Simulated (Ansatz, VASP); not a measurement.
## Ga: VASP beside Ansatz

The input INCAR:

```
SYSTEM = Ga
  ALGO = Fast
  EDIFF = 1E-6
  EDIFFG = -0.01
  ENCUT = 600
  GGA = PE
  IBRION = 2
  ISIF = 3
  ISMEAR = -1
  LASPH = .True.
  LCHARG = .False.
  LREAL = .False.
  LWAVE = .False.
  NELM = 100
  NSW = 60
  PREC = Accurate
  SIGMA = 0.05
```

The input KPOINTS:

```
k-points
0
Gamma
  10 8 7
  0 0 0
```

POSCAR

```
Ga
1.0
    2.7784220849      0.0000000000      0.0000000000
    0.0000000000      3.2816087900      0.0000000000
   -1.3434310986      0.0000000000      3.9902731763
Ga
2
Direct
    0.1345962700      0.7500000000      0.7701668300
    0.8654037300      0.2500000000      0.2298331700
```

Contents of input.yaml:

```yaml
crystal:
  lattice:
    - [2.7784220849, 0.0, 0.0]
    - [0.0, 3.28160879, 0.0]
    - [-1.3434310986, 0.0, 3.9902731763]
  atoms:
    - { symbol: Ga, position: [0.13459627, 0.75, 0.77016683] }
    - { symbol: Ga, position: [0.86540373, 0.25, 0.22983317] }
hamiltonian:
  xc: pbe
  pseudopotentials: { kind: paw }
kpoints:
  mp_grid: { grid: [10, 8, 7] }
scf:
  occupations: { method: fermi_dirac, width: 0.05 }
output:
  forces: true
  stress: true
  eigenvalues: true
  write_density: true
  write_potential: true
  elf: true
  volumetric_format: npy
relax:
  f_tol: 0.01
  max_steps: 40
  cell: { stress_tol: 0.05 }
```

Alike in both runs: task relaxation of cell and atoms; functional PBE; k mesh 10 × 8 × 7; occupations fermi-dirac, width 0.05 eV; no spin polarisation.

|  | VASP | Ansatz |
| --- | --- | --- |
| version | VASP 6.6.1 | Ansatz 0.2.0 |
| potentials or method | VASP PAW PBE potentials, release 64 (Ga_d) | Ansatz PAW |
| plane-wave cutoff (eV) | 600 | 420 |
| valence electrons in the cell | 26 | 26 |

```csv
,VASP,Ansatz,Ansatz less VASP
"gap on the k mesh at the Fermi level, each at its own relaxed structure (eV)",none,none,-
relaxed volume (Å³/atom),19.23,19.21,-0.020
relaxed length of the cell vector where the two differ most in proportion (Å),3.273,3.271,-0.0020
```

A gap of «none» marks a metal or a gap that the smearing closes.

Noted on Ansatz's run: the plane-wave basis is chosen anew once the cell has moved, so the energies of steps on either side of that aren't comparable.
